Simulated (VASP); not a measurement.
# RbCl: single point with PBE

The system is RbCl.

```
Rb Cl
1.0
     0.00000    3.18426    3.18426
     3.18426    0.00000    3.18426
     3.18426    3.18426    0.00000
Rb Cl
1 1
Direct
  0.00000 0.00000 0.00000
  0.50000 0.50000 0.50000
```

| Item | Value |
| --- | --- |
| Program | VASP 6.6.1 |
| Task | single point |
| Functional | PBE |
| Potentials or basis | VASP PAW PBE potentials, release 64 (Rb_sv, Cl) |
| Cutoff | 500 eV |
| k mesh | 5 × 5 × 5 |
| Occupations | gaussian, width 0.01 eV |
| Spin | no spin polarisation |

- Pressure: 3.2 GPa
- Band gap on the k mesh: 5.33 eV, direct

Levels at points of the mesh, in eV from the valence-band top:
```csv
k point,band 4,band 5,band 6,band 7,band 8,band 9,band 10,band 11,band 12,band 13
"(0.00, 0.00, 0.00)",-7.75,-7.75,0.00,0.00,0.00,5.33,8.04,8.04,8.04,9.09
```

Run time: 14 s on 1 thread of AMD EPYC 7R13 Processor (Zen 3), with other jobs on the host, peak memory 0.17 GiB.
